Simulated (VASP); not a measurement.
# B (R-3m) in VASP: single point with LDA

Aim: the single point of B with LDA.

All numbers are computed with VASP 6.6.1; they aren't measurements. Logs are shortened: lines on timing, memory, paths and dates and some standing lists are left out, and cuts for length are marked.

### Step 1. The cell of the first run

Symmetry: R-3m, No. 166, trigonal system. Conventional cell: a = 4.841 Å, b = 4.841 Å, c = 12.393 Å, α = 90.00°, β = 90.00°, γ = 120.00°. B (site symmetry m) has 6 B at 1.66 to 1.78 Å within 2.2 Å. B (site symmetry m) has 7 B at 1.76 to 1.98 Å within 2.3 Å.

### Step 2. Single point, LDA

File INCAR:

```
PREC = Accurate
ENCUT = 500
EDIFF = 1E-6
ISMEAR = 0
SIGMA = 0.02
LREAL = False
LASPH = True
NELM = 120
ALGO = Normal
ISIF = 2
LWAVE = False
LCHARG = False
GGA = CA
NBANDS = 30
GGA_COMPAT = False
```

File KPOINTS:

```
Automatic mesh
0
Gamma
  9 9 9
```

File POSCAR:

```
B
1.0
    2.4203986789      1.3974178304      4.1311009715
   -2.4203986789      1.3974178304      4.1311009715
    0.0000000000     -2.7948356560      4.1311009731
B
12
Direct
    0.0104696751      0.6543067688      0.0104696751
    0.0104696751      0.0104696751      0.6543067688
    0.6543067688      0.0104696751      0.0104696751
    0.3456932312      0.9895303249      0.9895303249
    0.9895303249      0.3456932312      0.9895303249
    0.9895303249      0.9895303249      0.3456932312
    0.2214786347      0.6299891752      0.2214786347
    0.2214786347      0.2214786347      0.6299891752
    0.6299891752      0.2214786347      0.2214786347
    0.3700108248      0.7785213653      0.7785213653
    0.7785213653      0.3700108248      0.7785213653
    0.7785213653      0.7785213653      0.3700108248
```

Potentials or basis: VASP PAW LDA potentials, release 64 (B).

On the command line:

```bash
$ cat potpaw_LDA.64/B/POTCAR > POTCAR
$ mpirun -np 1 vasp_std > vasp.out
```

OUTCAR:

```text
PREC = Accurate
   ENCUT = 500
   EDIFF = 1E-6
   ISMEAR = 0
   LREAL = False
   LASPH = True
   NELM = 120
   ISIF = 2
   GGA = CA

 ion  position               nearest neighbor table
   1  0.010  0.654  0.010-   5 1.66   2 1.72   3 1.72   7 1.77  12 1.78  10 1.78
   2  0.010  0.010  0.654-   6 1.66   3 1.72   1 1.72   8 1.77  10 1.78  11 1.78
   3  0.654  0.010  0.010-   4 1.66   2 1.72   1 1.72   9 1.77  12 1.78  11 1.78
   4  0.346  0.990  0.990-   3 1.66   6 1.72   5 1.72  10 1.77   8 1.78   7 1.78
   5  0.990  0.346  0.990-   1 1.66   6 1.72   4 1.72  11 1.77   8 1.78   9 1.78
   6  0.990  0.990  0.346-   2 1.66   4 1.72   5 1.72  12 1.77   9 1.78   7 1.78
   7  0.221  0.630  0.221-  10 1.76  12 1.76   1 1.77   4 1.78   6 1.78   8 1.98   9 1.98
   8  0.221  0.221  0.630-  10 1.76  11 1.76   2 1.77   4 1.78   5 1.78   7 1.98   9 1.98
   9  0.630  0.221  0.221-  11 1.76  12 1.76   3 1.77   5 1.78   6 1.78   8 1.98   7 1.98
  10  0.370  0.779  0.779-   7 1.76   8 1.76   4 1.77   1 1.78   2 1.78  12 1.98  11 1.98
  11  0.779  0.370  0.779-   9 1.76   8 1.76   5 1.77   3 1.78   2 1.78  12 1.98  10 1.98
  12  0.779  0.779  0.370-   7 1.76   9 1.76   6 1.77   3 1.78   1 1.78  10 1.98  11 1.98

  LATTYP: Found a trigonal (rhomboedric) cell.
 ALAT       =     4.9876950182
 COS(alpha) =     0.5290183028

  Lattice vectors:

 A1 = (   2.4203986789,   1.3974178304,   4.1311009715)
 A2 = (  -2.4203986789,   1.3974178304,   4.1311009715)
 A3 = (   0.0000000000,  -2.7948356560,   4.1311009731)

Analysis of symmetry for initial positions (statically):
=====================================================================
 Subroutine PRICEL returns:
 Original cell was already a primitive cell.

 Routine SETGRP: Setting up the symmetry group for a
 trigonal (rhombohedral) supercell.

 Subroutine GETGRP returns: Found 12 space group operations
 (whereof 12 operations were pure point group operations)
 out of a pool of 12 trial point group operations.

The static configuration has the point symmetry D_3d.

Analysis of symmetry for dynamics (positions and initial velocities):
=====================================================================
 Subroutine PRICEL returns:
 Original cell was already a primitive cell.

 Routine SETGRP: Setting up the symmetry group for a
 trigonal (rhombohedral) supercell.

 Subroutine GETGRP returns: Found 12 space group operations
 (whereof 12 operations were pure point group operations)
 out of a pool of 12 trial point group operations.

The dynamic configuration has the point symmetry D_3d.

 Subroutine INISYM returns: Found 12 space group operations
 (whereof 12 operations are pure point group operations),
 and found     1 'primitive' translations

----------------------------------------------------------------------------------------

                                     Primitive cell

  volume of cell :      83.8359

  direct lattice vectors                    reciprocal lattice vectors
     2.420398679  1.397417830  4.131100972     0.206577538  0.119267597  0.080688740
    -2.420398679  1.397417830  4.131100972    -0.206577538  0.119267597  0.080688740
     0.000000000 -2.794835656  4.131100973     0.000000000 -0.238535194  0.080688740

  length of vectors
     4.987695018  4.987695018  4.987695018     0.251812851  0.251812851  0.251812851

  position of ions in fractional coordinates (direct lattice)
     0.010469675  0.654306769  0.010469675
     0.010469675  0.010469675  0.654306769
     0.654306769  0.010469675  0.010469675
     0.345693231  0.989530325  0.989530325
     0.989530325  0.345693231  0.989530325
     0.989530325  0.989530325  0.345693231
     0.221478635  0.629989175  0.221478635
     0.221478635  0.221478635  0.629989175
     0.629989175  0.221478635  0.221478635
     0.370010825  0.778521365  0.778521365
     0.778521365  0.370010825  0.778521365
     0.778521365  0.778521365  0.370010825

  ion indices of the primitive-cell ions
   primitive index   ion index
                 1           1
                 2           2
                 3           3
                 4           4
                 5           5
                 6           6
                 7           7
                 8           8
                 9           9
                10          10
                11          11
                12          12

----------------------------------------------------------------------------------------

 KPOINTS: Automatic mesh

Automatic generation of k-mesh.
 Grid dimensions read from file:
 generate k-points for:    9    9    9

 Generating k-lattice:

  Cartesian coordinates                     Fractional coordinates (reciprocal lattice)
     0.022953060  0.013251955  0.008965416     0.111111111  0.000000000 -0.000000000
    -0.022953060  0.013251955  0.008965416     0.000000000  0.111111111 -0.000000000
     0.000000000 -0.026503910  0.008965416     0.000000000  0.000000000  0.111111111

  Length of vectors
     0.027979206  0.027979206  0.027979206

  Shift w.r.t. Gamma in fractional coordinates (k-lattice)
     0.000000000  0.000000000  0.000000000

 Subroutine IBZKPT returns following result:
 ===========================================

 Found     85 irreducible k-points:

 Following reciprocal coordinates:
            Coordinates               Weight
  0.000000  0.000000  0.000000      1.000000
  0.111111 -0.000000 -0.000000      6.000000
  0.222222  0.000000  0.000000      6.000000
  0.333333 -0.000000  0.000000      6.000000
  0.444444  0.000000  0.000000      6.000000
  0.111111  0.111111 -0.000000      6.000000
[... 16 lines left out ...]
 -0.333333  0.333333  0.000000      6.000000
  0.444444  0.444444  0.000000      6.000000
 [... further k-points ...]
   k-points           NKPTS =     85   k-points in BZ     NKDIM =     85   number of bands    NBANDS=     30
   number of dos      NEDOS =    301   number of ions     NIONS =     12
   total plane-waves  NPLWV =  46656
   dimension x,y,z NGX =    36 NGY =   36 NGZ =   36
   dimension x,y,z NGXF=    72 NGYF=   72 NGZF=   72
   ions per type =              12
   NGX,Y,Z   is equivalent  to a cutoff of  12.00, 12.00, 12.00 a.u.
   NGXF,Y,Z  is equivalent  to a cutoff of  24.00, 24.00, 24.00 a.u.
 SYSTEM =  unknown system
   PREC   = accura    normal or accurate (medium, high low for compatibility)
   ISTART =      0    job   : 0-new  1-cont  2-samecut
   ICHARG =      2    charge: 1-file 2-atom 10-const
   ISPIN  =      1    spin polarized calculation?
   LNONCOLLINEAR =      F non collinear calculations
   LSORBIT =      F    spin-orbit coupling
   LASPH  =      T    aspherical Exc in radial PAW
   ENCUT  =  500.0 eV  36.75 Ry    6.06 a.u.   9.09  9.09  9.09*2*pi/ulx,y,z
   NELM   =    120;   NELMIN=  2; NELMDL= -5     # of ELM steps
   EDIFF  = 0.1E-05   stopping-criterion for ELM
   LREAL  =      F    real-space projection
   EDIFFG = 0.1E-04   stopping-criterion for IOM
   NSW    =      0    number of steps for IOM
   IBRION =     -1    ionic relax: 0-MD 1-quasi-New 2-CG
   NFREE  =      0    steps in history (QN), initial steepest desc. (CG)
   ISIF   =      2    stress and relaxation
   ISYM   =      2    0-nonsym 1-usesym 2-fastsym
   POTIM  = 0.5000    time-step for ionic-motion
   TEBEG  =    0.0;   TEEND  =   0.0 temperature during run
   PSTRESS=    0.0 pullay stress
   NELECT =      36.0000    total number of electrons
   NUPDOWN=      -1.0000    fix difference up-down
   EMIN   =  10.00;   EMAX   =-10.00  energy-range for DOS
   EFERMI =   0.00;   METHOD = LEGACY
   ISMEAR =     0;   SIGMA  =   0.02  broadening in eV -4-tet -1-fermi 0-gaus
   EFERMI_NEDOS =   21; number of points for ismear=-14 and -15
   IALGO  =     38    algorithm
   IMIX   =      4    mixing-type and parameters
     AMIX     =   0.40;   BMIX     =  1.00
     AMIX_MAG =   1.60;   BMIX_MAG =  1.00
  volume/ion in A,a.u.               =       6.99        47.15
  Fermi-wavevector in a.u.,A,eV,Ry     =   1.235091  2.333983 20.755000  1.525449
  Thomas-Fermi vector in A             =   2.369754
   LORBIT       =      0    0 simple, 1 ext, 2 COOP (PROOUT), +10 PAW based schemes
   GGA     = CA    functional components
   LHFCALC =     F    Hartree Fock is set to
   AEXX    =    0.0000 exact exchange contribution
   IVDW    =     0    specifies the selected vdW correction
   LEPSILON=     F    determine dielectric tensor
   LRPA    =     F    only Hartree local field effects (RPA)
 non-spin polarized calculation
 Gauss-broadening in eV      SIGMA  =   0.02
  energy-cutoff  :      500.00
  volume of cell :       83.84
 maximum number of plane-waves:      2142
   NGX = 19   NGY = 19   NGZ = 19

 number of electron      36.0000000 magnetization

 Free energy of the ion-electron system (eV)
  ---------------------------------------------------
  ext. energy  EPLUGINS =         0.00000000
  ---------------------------------------------------
  free energy    TOTEN  =       -89.60754441 eV

  energy without entropy =      -89.60754441  energy(sigma->0) =      -89.60754441

 E-fermi :   6.4359     XC(G=0): -11.8381

 val. band max:        6.3246472933   @ k =   0.4444   0.4444   0.4444
 cond. band min:       7.7094446412   @ k =   0.0000   0.0000   0.0000
 fundamental gap:      1.3847973479
 Fermi energy:         6.4359155684

 k-point     1 :       0.0000    0.0000    0.0000
  band No.  band energies     occupation
      1     -10.0008      2.00000
      2      -4.1332      2.00000
      3      -3.8796      2.00000
      4      -3.8796      2.00000
      5      -2.9846      2.00000
      6      -2.2579      2.00000
[... 22 lines left out ...]
     29      16.2806      0.00000
     30      16.7277      0.00000

 k-point     2 :       0.1111   -0.0000   -0.0000
  band No.  band energies     occupation
      1      -9.9303      2.00000
      2      -4.5932      2.00000
      3      -4.1683      2.00000
      4      -4.0140      2.00000
      5      -2.6867      2.00000
      6      -2.1698      2.00000
[... 22 lines left out ...]
     29      15.8055      0.00000
     30      16.4557      0.00000

 k-point     3 :       0.2222    0.0000    0.0000
  band No.  band energies     occupation
      1      -9.7270      2.00000
      2      -5.5767      2.00000
      3      -4.2600      2.00000
      4      -4.2573      2.00000
      5      -2.9477      2.00000
      6      -1.9076      2.00000
[... 22 lines left out ...]
     29      15.2732      0.00000
     30      15.8301      0.00000

 k-point     4 :       0.3333   -0.0000    0.0000
  band No.  band energies     occupation
      1      -9.4274      2.00000
      2      -6.4421      2.00000
      3      -4.4547      2.00000
      4      -4.3374      2.00000
      5      -3.2090      2.00000
      6      -1.9950      2.00000
[... 616 lines left out ...]
     29      15.6868      0.00000
     30      15.8508      0.00000

 k-point    23 :      -0.3333    0.3333    0.0000
  band No.  band energies     occupation
      1      -8.8740      2.00000
      2      -6.5246      2.00000
      3      -6.3886      2.00000
      4      -4.7619      2.00000
      5      -2.4928      2.00000
      6      -1.0805      2.00000
[... 22 lines left out ...]
     29      15.5822      0.00000
     30      15.7990      0.00000

 k-point    24 :       0.4444    0.4444    0.0000
  band No.  band energies     occupation
      1      -8.9380      2.00000
      2      -6.7938      2.00000
      3      -5.0818      2.00000
      4      -5.0326      2.00000
      5      -3.8851      2.00000
      6      -2.8904      2.00000
[... 22 lines left out ...]
     29      15.5708      0.00000
     30      15.9177      0.00000

 [... further k-points ...]

------------------------ aborting loop because EDIFF is reached ----------------------------------------

  FORCE on cell =-STRESS in cart. coord.  units (eV):
  Direction    XX          YY          ZZ          XY          YZ          ZX
  --------------------------------------------------------------------------------------
  -------------------------------------------------------------------------------------
  Total        0.2045562      0.2045562      0.1885881      0.0000000     -0.0000000      0.0000000
  in kB        3.9092457      3.9092457      3.6040825      0.0000000     -0.0000000      0.0000000
  external PRESSURE =       3.8075246 kB  Pullay stress =       0.0000000 kB

 VOLUME and BASIS-vectors are now :
 -----------------------------------------------------------------------------
  energy-cutoff  :      500.00
  volume of cell :       83.84
      direct lattice vectors                 reciprocal lattice vectors
     2.420398679  1.397417830  4.131100972     0.206577538  0.119267597  0.080688740
    -2.420398679  1.397417830  4.131100972    -0.206577538  0.119267597  0.080688740
     0.000000000 -2.794835656  4.131100973     0.000000000 -0.238535194  0.080688740

 POSITION                                       TOTAL-FORCE (eV/Angst)
 -----------------------------------------------------------------------------------
     -1.55834      0.89971      2.78951         0.012297     -0.007100     -0.009999
      0.00000     -1.79942      2.78951        -0.000000      0.014200     -0.009999
      1.55834      0.89971      2.78951        -0.012297     -0.007100     -0.009999
     -1.55834     -0.89971      9.60379         0.012297      0.007100      0.009999
      1.55834     -0.89971      9.60379        -0.012297      0.007100      0.009999
      0.00000      1.79942      9.60379        -0.000000     -0.014200      0.009999
     -0.98876      0.57086      4.43245         0.014452     -0.008344      0.005664
      0.00000     -1.14172      4.43245        -0.000000      0.016688      0.005664
      0.98876      0.57086      4.43245        -0.014452     -0.008344      0.005664
     -0.98876     -0.57086      7.96085         0.014452      0.008344     -0.005664
      0.98876     -0.57086      7.96085        -0.014452      0.008344     -0.005664
      0.00000      1.14172      7.96085        -0.000000     -0.016688     -0.005664
 -----------------------------------------------------------------------------------
    total drift:                               -0.000000      0.000000     -0.000000

  FREE ENERGIE OF THE ION-ELECTRON SYSTEM (eV)
  ---------------------------------------------------
  free  energy   TOTEN  =       -89.6075444055 eV

  energy  without entropy=      -89.6075444055  energy(sigma->0) =      -89.60754441
```

Run time: 5.1 min. Hardware: 1 thread of Intel Xeon 8259CL, shared host; peak memory 0.25 GiB.

Results:

| Property | Result |
| --- | --- |
| Free energy | -89.6075 eV |
| Pressure | 0.4 GPa |
| Largest force | 0.018 eV/Å |
| Band gap on the k mesh | 1.38 eV (least direct gap 1.72 eV) |

Forces in eV/Å, atoms in the order of the input:
```
B    0.012 -0.007 -0.010
B    0.000  0.014 -0.010
B   -0.012 -0.007 -0.010
B    0.012  0.007  0.010
B   -0.012  0.007  0.010
B    0.000 -0.014  0.010
B    0.014 -0.008  0.006
B    0.000  0.017  0.006
B   -0.014 -0.008  0.006
B    0.014  0.008 -0.006
B   -0.014  0.008 -0.006
B    0.000 -0.017 -0.006
```
